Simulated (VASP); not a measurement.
Input of a VASP 6.6.1 run:

The input INCAR:

```
  PREC = Accurate
  ENCUT = 520
  EDIFF = 1E-6
  ISMEAR = -1
  SIGMA = 0.02
  LREAL = F
  LASPH = T
  NELM = 100
  ALGO = Normal
  ISIF = 2
  LWAVE = F
  LCHARG = F
  GGA = PE
  IBRION = 2
  NSW = 80
  EDIFFG = -0.02
```

KPOINTS

```
regular mesh
0
Gamma
  13 13 13
```

File POSCAR:

```
AlN
1.0
    0.0000000000      1.9512669932      1.9512669932
    1.9512669932      0.0000000000      1.9512669932
    1.9512669932      1.9512669932      0.0000000000
Al N
1 1
Direct
    0.0000000000      0.0000000000      0.0000000000
    0.5000000000      0.5000000000      0.5000000000
```

Potentials or basis: VASP PAW PBE potentials, release 64 (Al, N).

The run is started by

```bash
$ cat potpaw_PBE.64/Al/POTCAR potpaw_PBE.64/N/POTCAR > POTCAR
$ mpirun -np 1 vasp_std > vasp.out
```

**Question.** What does it give for the band gap on the k mesh?

**Answer.** 5.16 eV, indirect (least direct gap 7.30 eV).

Final structure:
```
Al N
1.0
     0.00000    1.95127    1.95127
     1.95127    0.00000    1.95127
     1.95127    1.95127    0.00000
Al N
1 1
Direct
  0.00000 0.00000 0.00000
  0.50000 0.50000 0.50000
```

Caveat: the relaxation stopped at its first step, so nothing moved. A k mesh can miss the band edges.
